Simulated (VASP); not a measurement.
Write the native input for VASP 6.6.1 that does the following.

```yaml
Task: single point
Functional: PBEsol
Dispersion: D4
Potentials_or_basis: VASP PAW PBE potentials, release 64 (Ba_sv, Ti_sv, O_h)
Cutoff: 1340 eV
k_mesh: 4 × 4 × 4
Occupations: gaussian, width 0.01 eV
Spin: no spin polarisation
Dipole_correction: no
Further_INCAR_settings: ALGO = Normal; EDIFF = 1e-06; NBANDS = 28
```

The structure of BaTiO3 lies in POSCAR:

```
BaTiO3
1.0
    2.8574700000      1.5884900000      2.3664400000
   -2.7608700000      1.5870200000      2.2496700000
    0.0470200000     -3.3027700000      2.3976500000
Ba Ti O
1 1 3
Direct
    0.9816000000      0.0107500000      0.9878300000
    0.4865663823      0.4900900124      0.5048691149
    0.5041000000      0.4895800000      0.0208700000
    0.0283200000      0.5017200000      0.5090800000
    0.5217800000      0.0261100000      0.4997500000
```

The input as run:

INCAR

```
SYSTEM = BaTiO3
  PREC = Accurate
  ENCUT = 1340
  EDIFF = 1E-6
  ISMEAR = 0
  SIGMA = 0.01
  LREAL = .FALSE.
  LASPH = .TRUE.
  NELM = 120
  ALGO = Normal
  ISIF = 2
  LWAVE = .FALSE.
  LCHARG = .FALSE.
  GGA = PS
  IVDW = 13
  NBANDS = 28
  GGA_COMPAT = .FALSE.
```

KPOINTS

```
regular mesh
0
G
  4 4 4
  0 0 0
```

Potentials or basis: VASP PAW PBE potentials, release 64 (Ba_sv, Ti_sv, O_h).

Launch:

```console
$ cat potpaw_PBE.64/Ba_sv/POTCAR potpaw_PBE.64/Ti_sv/POTCAR potpaw_PBE.64/O_h/POTCAR > POTCAR
$ mpirun -np 1 vasp_std > vasp.out
```

It gave:

* Pressure: 0.2 GPa
* Largest force: 1.232 eV/Å
* Band gap on the k mesh: 2.02 eV (least direct gap 2.29 eV)
* Dispersion energy per atom: -0.125 eV

Caveat: the stress differs along the axes, from -3 to 3 GPa; the PAW data sets were made with another functional, which shifts forces and pressure a little; spin-orbit coupling is left out, which moves the levels of the heavy elements.

Wall time 2.1 min on 1 thread of Intel(R) Xeon(R) 6975P-C (Granite Rapids) (shared host), peak memory 0.51 GiB.
